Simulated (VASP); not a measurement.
# TaF (C2/m) in VASP: further runs

TaF is run at these levels: PBE; tasks: single point.

Program: VASP 6.6.1. These are calculated values, not measurements. Logs are shortened: lines on timing, memory, paths and dates and some standing lists are left out, and cuts for length are marked.

## (1) The cell of the first run

The structure is monoclinic, space group C2/m (No. 12). Conventional cell: a = 4.864 Å, b = 3.051 Å, c = 7.955 Å, α = 90.00°, β = 101.13°, γ = 90.00°. Within 2.9 Å of Ta (site symmetry m) lie 3 F at 2.20 to 2.24 Å and 6 Ta at 2.84 to 2.87 Å. Within 3.1 Å of F (site symmetry m) lie 3 Ta at 2.20 to 2.24 Å and 8 F at 2.87 to 3.05 Å.

## (2) Single point, PBE (14.48 Å³/atom)

INCAR reads:

```
PREC = Accurate ; ENCUT = 520
EDIFF = 1E-6 ; ISMEAR = 0
SIGMA = 0.1 ; LREAL = False
LASPH = True ; NELM = 80
ALGO = Normal ; ISIF = 2
LWAVE = False ; LCHARG = False
GGA = PE ; NBANDS = 26
```

KPOINTS reads:

```
Automatic mesh
0
Gamma
  14 14 6
```

POSCAR reads:

```
TaF
1.0
    2.4317587515     -1.5252744875      0.0146092523
    2.4317587515      1.5252744875      0.0146092523
   -1.5824476822      0.0000000000      7.7965048221
Ta F
2 2
Direct
    0.8256876027      0.8256876027      0.1524644304
    0.1743123973      0.1743123973      0.8475355696
    0.2262524340      0.2262524340      0.3376645511
    0.7737475660      0.7737475660      0.6623354489
```

Potentials or basis: VASP PAW PBE potentials, release 64 (Ta_pv, F).

The run is started by

```sh
$ cat potpaw_PBE.64/Ta_pv/POTCAR potpaw_PBE.64/F/POTCAR > POTCAR
$ mpirun -np 1 vasp_std > vasp.out
```

OUTCAR:

```text
PREC = Accurate
   ENCUT = 520
   EDIFF = 1E-6
   ISMEAR = 0
   LREAL = False
   LASPH = True
   NELM = 80
   ISIF = 2
   GGA = PE

 ion  position               nearest neighbor table
   1  0.826  0.826  0.152-   3 2.20   3 2.24   3 2.24   2 2.84   2 2.84   2 3.22   2 3.60
   2  0.174  0.174  0.848-   4 2.20   4 2.24   4 2.24   1 2.84   1 2.84   1 3.22   1 3.60
   3  0.226  0.226  0.338-   1 2.20   1 2.24   1 2.24
   4  0.774  0.774  0.662-   2 2.20   2 2.24   2 2.24

  LATTYP: Found a base centered monoclinic cell.
 ALAT       =     4.8636052701
 B/A-ratio  =     0.6272196870
 C/A-ratio  =     1.6357161871
 COS(beta)  =    -0.1930218415

  Lattice vectors:

 A1 = (   2.4317587515,  -1.5252744875,   0.0146092523)
 A2 = (   2.4317587515,   1.5252744875,   0.0146092523)
 A3 = (  -1.5824476822,   0.0000000000,   7.7965048221)

Analysis of symmetry for initial positions (statically):
=====================================================================
 Subroutine PRICEL returns:
 Original cell was already a primitive cell.

 Routine SETGRP: Setting up the symmetry group for a
 base centered monoclinic supercell.

 Subroutine GETGRP returns: Found  4 space group operations
 (whereof  4 operations were pure point group operations)
 out of a pool of  4 trial point group operations.

The static configuration has the point symmetry C_2h.

Analysis of symmetry for dynamics (positions and initial velocities):
=====================================================================
 Subroutine PRICEL returns:
 Original cell was already a primitive cell.

 Routine SETGRP: Setting up the symmetry group for a
 base centered monoclinic supercell.

 Subroutine GETGRP returns: Found  4 space group operations
 (whereof  4 operations were pure point group operations)
 out of a pool of  4 trial point group operations.

The dynamic configuration has the point symmetry C_2h.

 Subroutine INISYM returns: Found  4 space group operations
 (whereof  4 operations are pure point group operations),
 and found     1 'primitive' translations

----------------------------------------------------------------------------------------

                                     Primitive cell

  volume of cell :      57.9065

  direct lattice vectors                    reciprocal lattice vectors
     2.431758751 -1.525274487  0.014609252     0.205362088 -0.327809849  0.041682109
     2.431758751  1.525274487  0.014609252     0.205362088  0.327809849  0.041682109
    -1.582447682  0.000000000  7.796504822    -0.000769623  0.000000000  0.128106393

  length of vectors
     2.870562021  2.870562021  7.955477868     0.389063340  0.389063340  0.128108705

  position of ions in fractional coordinates (direct lattice)
     0.825687603  0.825687603  0.152464430
     0.174312397  0.174312397  0.847535570
     0.226252434  0.226252434  0.337664551
     0.773747566  0.773747566  0.662335449

  ion indices of the primitive-cell ions
   primitive index   ion index
                 1           1
                 2           2
                 3           3
                 4           4

----------------------------------------------------------------------------------------

 KPOINTS: Automatic mesh

Automatic generation of k-mesh.
 Grid dimensions read from file:
 generate k-points for:   14   14    6

 Generating k-lattice:

  Cartesian coordinates                     Fractional coordinates (reciprocal lattice)
     0.014668721 -0.023414989  0.002977293     0.071428571  0.000000000  0.000000000
     0.014668721  0.023414989  0.002977293     0.000000000  0.071428571  0.000000000
    -0.000128271  0.000000000  0.021351066     0.000000000  0.000000000  0.166666667

  Length of vectors
     0.027790239  0.027790239  0.021351451

  Shift w.r.t. Gamma in fractional coordinates (k-lattice)
     0.000000000  0.000000000  0.000000000

 Subroutine IBZKPT returns following result:
 ===========================================

 Found    324 irreducible k-points:

 Following reciprocal coordinates:
            Coordinates               Weight
  0.000000  0.000000  0.000000      1.000000
  0.071429  0.000000  0.000000      4.000000
  0.142857 -0.000000  0.000000      4.000000
  0.214286  0.000000  0.000000      4.000000
  0.285714  0.000000  0.000000      4.000000
  0.357143  0.000000  0.000000      4.000000
[... 16 lines left out ...]
  0.214286  0.142857  0.000000      4.000000
  0.285714  0.142857  0.000000      4.000000
 [... further k-points ...]
   k-points           NKPTS =    324   k-points in BZ     NKDIM =    324   number of bands    NBANDS=     26
   number of dos      NEDOS =    301   number of ions     NIONS =      4
   total plane-waves  NPLWV =  34560
   dimension x,y,z NGX =    24 NGY =   24 NGZ =   60
   dimension x,y,z NGXF=    48 NGYF=   48 NGZF=  120
   ions per type =               2   2
   NGX,Y,Z   is equivalent  to a cutoff of  13.90, 13.90, 12.54 a.u.
   NGXF,Y,Z  is equivalent  to a cutoff of  27.80, 27.80, 25.08 a.u.
 SYSTEM =  unknown system
   PREC   = accura    normal or accurate (medium, high low for compatibility)
   ISTART =      0    job   : 0-new  1-cont  2-samecut
   ICHARG =      2    charge: 1-file 2-atom 10-const
   ISPIN  =      1    spin polarized calculation?
   LNONCOLLINEAR =      F non collinear calculations
   LSORBIT =      F    spin-orbit coupling
   LASPH  =      T    aspherical Exc in radial PAW
   ENCUT  =  520.0 eV  38.22 Ry    6.18 a.u.   5.34  5.34 14.79*2*pi/ulx,y,z
   NELM   =     80;   NELMIN=  2; NELMDL= -5     # of ELM steps
   EDIFF  = 0.1E-05   stopping-criterion for ELM
   LREAL  =      F    real-space projection
   EDIFFG = 0.1E-04   stopping-criterion for IOM
   NSW    =      0    number of steps for IOM
   IBRION =     -1    ionic relax: 0-MD 1-quasi-New 2-CG
   NFREE  =      0    steps in history (QN), initial steepest desc. (CG)
   ISIF   =      2    stress and relaxation
   ISYM   =      2    0-nonsym 1-usesym 2-fastsym
   POTIM  = 0.5000    time-step for ionic-motion
   TEBEG  =    0.0;   TEEND  =   0.0 temperature during run
   PSTRESS=    0.0 pullay stress
   NELECT =      36.0000    total number of electrons
   NUPDOWN=      -1.0000    fix difference up-down
   EMIN   =  10.00;   EMAX   =-10.00  energy-range for DOS
   EFERMI =   0.00;   METHOD = LEGACY
   ISMEAR =     0;   SIGMA  =   0.10  broadening in eV -4-tet -1-fermi 0-gaus
   EFERMI_NEDOS =   21; number of points for ismear=-14 and -15
   IALGO  =     38    algorithm
   IMIX   =      4    mixing-type and parameters
     AMIX     =   0.40;   BMIX     =  1.00
     AMIX_MAG =   1.60;   BMIX_MAG =  1.00
  volume/ion in A,a.u.               =      14.48        97.69
  Fermi-wavevector in a.u.,A,eV,Ry     =   1.397225  2.640373 26.561817  1.952238
  Thomas-Fermi vector in A             =   2.520502
   LORBIT       =      0    0 simple, 1 ext, 2 COOP (PROOUT), +10 PAW based schemes
   GGA     = PE    functional components
   LHFCALC =     F    Hartree Fock is set to
   AEXX    =    0.0000 exact exchange contribution
   IVDW    =     0    specifies the selected vdW correction
   LEPSILON=     F    determine dielectric tensor
   LRPA    =     F    only Hartree local field effects (RPA)
 non-spin polarized calculation
 Gauss-broadening in eV      SIGMA  =   0.10
  energy-cutoff  :      520.00
  volume of cell :       57.91
 maximum number of plane-waves:      1590
 NGX is ok and might be reduce to    24
   NGX = 11   NGY = 11   NGZ = 29

 number of electron      36.0000000 magnetization

 Free energy of the ion-electron system (eV)
  ---------------------------------------------------
  ext. energy  EPLUGINS =         0.00000000
  ---------------------------------------------------
  free energy    TOTEN  =       -34.02683985 eV

  energy without entropy =      -34.02080545  energy(sigma->0) =      -34.02382265

 E-fermi :   5.0745     XC(G=0): -11.1699

 val. band max:        5.0719970609   @ k =   0.3571   0.2857   0.5000
 cond. band min:       5.0786681149   @ k =   0.3571   0.2857   0.0000
 fundamental gap:      0.0066710541
 Fermi energy:         5.0745026860

 k-point     1 :       0.0000    0.0000    0.0000
  band No.  band energies     occupation
      1     -30.6228      2.00000
      2     -30.0310      2.00000
      3     -29.7399      2.00000
      4     -29.5827      2.00000
      5     -29.4379      2.00000
      6     -29.4271      2.00000
[... 18 lines left out ...]
     25       8.6173      0.00000
     26       8.7559      0.00000

 k-point     2 :       0.0714    0.0000    0.0000
  band No.  band energies     occupation
      1     -30.6067      2.00000
      2     -30.0439      2.00000
      3     -29.7575      2.00000
      4     -29.6223      2.00000
      5     -29.4624      2.00000
      6     -29.4504      2.00000
[... 18 lines left out ...]
     25       8.7471      0.00000
     26       8.9036      0.00000

 k-point     3 :       0.1429   -0.0000    0.0000
  band No.  band energies     occupation
      1     -30.5610      2.00000
      2     -30.0945      2.00000
      3     -29.8040      2.00000
      4     -29.7511      2.00000
      5     -29.5169      2.00000
      6     -29.4955      2.00000
[... 18 lines left out ...]
     25       8.8954      0.00000
     26       9.1839      0.00000

 k-point     4 :       0.2143    0.0000    0.0000
  band No.  band energies     occupation
      1     -30.4952      2.00000
      2     -30.2055      2.00000
      3     -29.9478      2.00000
      4     -29.8538      2.00000
      5     -29.5765      2.00000
      6     -29.5357      2.00000
[... 18 lines left out ...]
     25       9.0001      0.00000
     26       9.7749      0.00000

 k-point     5 :       0.2857    0.0000    0.0000
  band No.  band energies     occupation
      1     -30.4385      2.00000
      2     -30.3608      2.00000
      3     -30.1397      2.00000
      4     -29.8970      2.00000
      5     -29.6255      2.00000
      6     -29.5710      2.00000
[... 18 lines left out ...]
     25       9.0619      0.00000
     26      10.3821      0.00000

 k-point     6 :       0.3571    0.0000    0.0000
  band No.  band energies     occupation
      1     -30.5214      2.00000
      2     -30.4717      2.00000
      3     -30.2009      2.00000
      4     -29.9406      2.00000
      5     -29.6619      2.00000
      6     -29.5989      2.00000
[... 427 lines left out ...]
 k-point    21 :      -0.0714    0.0714    0.0000
  band No.  band energies     occupation
      1     -30.5750      2.00000
      2     -30.0889      2.00000
      3     -29.7830      2.00000
      4     -29.7058      2.00000
      5     -29.4803      2.00000
      6     -29.4785      2.00000
[... 18 lines left out ...]
     25       8.6424      0.00000
     26       9.0242      0.00000

 k-point    22 :       0.1429    0.1429    0.0000
  band No.  band energies     occupation
      1     -30.5638      2.00000
      2     -30.0149      2.00000
      3     -29.8030      2.00000
      4     -29.6762      2.00000
      5     -29.6415      2.00000
      6     -29.6209      2.00000
[... 18 lines left out ...]
     25       9.2549      0.00000
     26       9.4687      0.00000

 k-point    23 :       0.2143    0.1429    0.0000
  band No.  band energies     occupation
      1     -30.5234      2.00000
      2     -30.0528      2.00000
      3     -29.8638      2.00000
      4     -29.8284      2.00000
      5     -29.6897      2.00000
      6     -29.6446      2.00000
[... 18 lines left out ...]
     25       9.3691      0.00000
     26       9.5554      0.00000

 k-point    24 :       0.2857    0.1429    0.0000
  band No.  band energies     occupation
      1     -30.4648      2.00000
      2     -30.1885      2.00000
      3     -30.0543      2.00000
      4     -29.8700      2.00000
      5     -29.7263      2.00000
      6     -29.6627      2.00000
[... 18 lines left out ...]
     25       9.2085      0.00000
     26       9.9825      0.00000

 [... further k-points ...]

------------------------ aborting loop because EDIFF is reached ----------------------------------------

  FORCE on cell =-STRESS in cart. coord.  units (eV):
  Direction    XX          YY          ZZ          XY          YZ          ZX
  --------------------------------------------------------------------------------------
  -------------------------------------------------------------------------------------
  Total        0.8585798      0.8207983      0.7415326      0.0000000      0.0000000      0.0131907
  in kB       23.7554662     22.7101144     20.5169673      0.0000000      0.0000000      0.3649644
  external PRESSURE =      22.3275160 kB  Pullay stress =       0.0000000 kB

 VOLUME and BASIS-vectors are now :
 -----------------------------------------------------------------------------
  energy-cutoff  :      520.00
  volume of cell :       57.91
      direct lattice vectors                 reciprocal lattice vectors
     2.431758751 -1.525274487  0.014609252     0.205362088 -0.327809849  0.041682109
     2.431758751  1.525274487  0.014609252     0.205362088  0.327809849  0.041682109
    -1.582447682  0.000000000  7.796504822    -0.000769623  0.000000000  0.128106393

 POSITION                                       TOTAL-FORCE (eV/Angst)
 -----------------------------------------------------------------------------------
      3.77448      0.00000      1.21282        -0.006218      0.000000     -0.046796
     -0.49341      0.00000      6.61291         0.006218      0.000000      0.046796
      0.56605      0.00000      2.63921         0.006821      0.000000      0.044565
      2.71502      0.00000      5.18651        -0.006821      0.000000     -0.044565
 -----------------------------------------------------------------------------------
    total drift:                                0.000000     -0.000000     -0.000000

  FREE ENERGIE OF THE ION-ELECTRON SYSTEM (eV)
  ---------------------------------------------------
  free  energy   TOTEN  =       -34.0268398549 eV

  energy  without entropy=      -34.0208054519  energy(sigma->0) =      -34.02382265
```

Run time: 8.8 min. Hardware: 1 thread of Intel Xeon 8259CL, shared host; peak memory 0.5 GiB.

What came out:

```yaml
Free_energy: -34.0268 eV
Pressure: 2.2 GPa
Largest_force: 0.047 eV/Å
Band_gap_on_the_k_mesh: zero (bands 18 and 19 overlap by 1.11 eV)
```

Forces in eV/Å, atoms in the order of the input:
```
Ta  -0.006  0.000 -0.047
Ta   0.006  0.000  0.047
F    0.007  0.000  0.045
F   -0.007  0.000 -0.045
```

Stress tensor (GPa, compression positive):
```
2.38 0.00 0.04
0.00 2.27 0.00
0.04 0.00 2.05
```

Caveat: spin-orbit coupling is left out, which moves the levels of the heavy elements.

## (3) Single point, PBE

This run uses another cell than the first one, of 15.91 Å³/atom.

INCAR reads:

```
SYSTEM = TaF
ALGO = Normal ; EDIFF = 1E-6
ENCUT = 520 ; GGA = PE
ISIF = 2 ; ISMEAR = 0
LASPH = .True. ; LCHARG = .False.
LREAL = .False. ; LWAVE = .False.
NBANDS = 26 ; NELM = 60
PREC = Accurate ; SIGMA = 0.1
```

KPOINTS reads:

```
k-points
0
Gamma
  14 14 6
  0 0 0
```

POSCAR reads:

```
TaF
1.0
    2.4467812620     -1.5295745322      0.0096145578
    2.4467812620      1.5295745322      0.0096145578
   -1.6131464108      0.0000000000      8.4950623103
Ta F
2 2
Direct
    0.8228665415      0.8228665415      0.1401111059
    0.1771334585      0.1771334585      0.8598888941
    0.2191299256      0.2191299256      0.3103109909
    0.7808700744      0.7808700744      0.6896890091
```

Potentials or basis: VASP PAW PBE potentials, release 64 (Ta_pv, F).

The run is started by

```sh
$ cat potpaw_PBE.64/Ta_pv/POTCAR potpaw_PBE.64/F/POTCAR > POTCAR
$ mpirun -np 1 vasp_std > vasp.out
```

Run time: 9.4 min. Hardware: 1 thread of Intel Xeon 8259CL, shared host; peak memory 0.53 GiB.

Results (log left out):

- Free energy: -34.0529 eV
- Pressure: 0.2 GPa
- Largest force: 0.043 eV/Å
- Band gap on the k mesh: zero (bands 18 and 19 overlap by 1.07 eV)

Forces in eV/Å, atoms in the order of the input:
```
Ta  -0.007  0.000 -0.043
Ta   0.007  0.000  0.043
F    0.007  0.000  0.039
F   -0.007  0.000 -0.039
```

Stress tensor (GPa, compression positive):
```
0.24 0.00 0.07
0.00 0.16 0.00
0.07 0.00 0.06
```

Levels at points of the mesh, in eV from the Fermi level:
```
           k point  band 14  band 15  band 16  band 17  band 18  band 19  band 20  band 21  band 22  band 23
(0.00, 0.00, 0.00)    -7.02    -5.34    -3.60    -1.01    -0.82    -0.24     1.06     1.19     1.77     2.51
(0.50, 0.00, 0.00)    -7.31    -3.52    -3.26    -2.84    -1.34     2.32     2.90     3.31     4.16     4.66
(0.50, 0.50, 0.00)    -7.67    -3.67    -3.08    -2.84     0.44     0.57     2.57     3.97     4.30     4.85
(0.00, 0.00, 0.50)    -7.02    -5.15    -3.75    -1.01    -0.82    -0.24     1.06     1.11     1.77     1.97
(0.50, 0.00, 0.50)    -7.30    -3.55    -3.24    -2.85    -1.34     2.31     2.91     3.35     4.17     4.64
(0.50, 0.50, 0.50)    -7.69    -3.67    -3.07    -2.86     0.45     0.56     2.62     3.97     4.29     4.70
```

Caveat: spin-orbit coupling is left out, which moves the levels of the heavy elements.
